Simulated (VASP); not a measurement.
Here is a VASP 6.6.1 calculation.

INCAR

```
SYSTEM = Ge5F
  PREC = Accurate
  ENCUT = 600
  EDIFF = 1E-6
  ISMEAR = 0
  SIGMA = 0.1
  LREAL = .FALSE.
  LASPH = .TRUE.
  NELM = 100
  ALGO = Normal
  ISIF = 3
  LWAVE = .FALSE.
  LCHARG = .FALSE.
  GGA = PE
  IBRION = 2
  NSW = 90
  EDIFFG = -0.04
```

Contents of KPOINTS:

```
Automatic mesh
0
G
  6 6 4
  0 0 0
```

Contents of POSCAR:

```
Ge5F
1.0
    4.6959349600      0.0000000000      0.0000000000
   -2.3479674800      4.0667989700      0.0000000000
    0.0000000000      0.0000000000      7.0005176500
Ge F
5 1
Direct
    0.3333333300      0.6666666700      0.3328477000
    0.6666666700      0.3333333300      0.3328477000
    0.6666666700      0.3333333300      0.6671523000
    0.3333333300      0.6666666700      0.6671523000
    0.0000000000      0.0000000000      0.5000000000
    0.0000000000      0.0000000000      0.0000000000
```

Potentials or basis: VASP PAW PBE potentials, release 64 (Ge_d, F).

Run with:

```console
$ cat potpaw_PBE.64/Ge_d/POTCAR potpaw_PBE.64/F/POTCAR > POTCAR
$ mpirun -np 1 vasp_std > vasp.out
```

(1) What does it give for the space group after relaxing (to 0.1 Å)?

(2) Predict the relaxed cell.

Answers

(1) P6/mmm (No. 191).

(2) a = 4.647 Å, b = 4.647 Å, c = 5.586 Å, α = 90.00°, β = 90.00°, γ = 120.00°.

Caveat: an odd number of electrons without spin polarisation forces a metal; a magnetic or distorted state may lie lower.
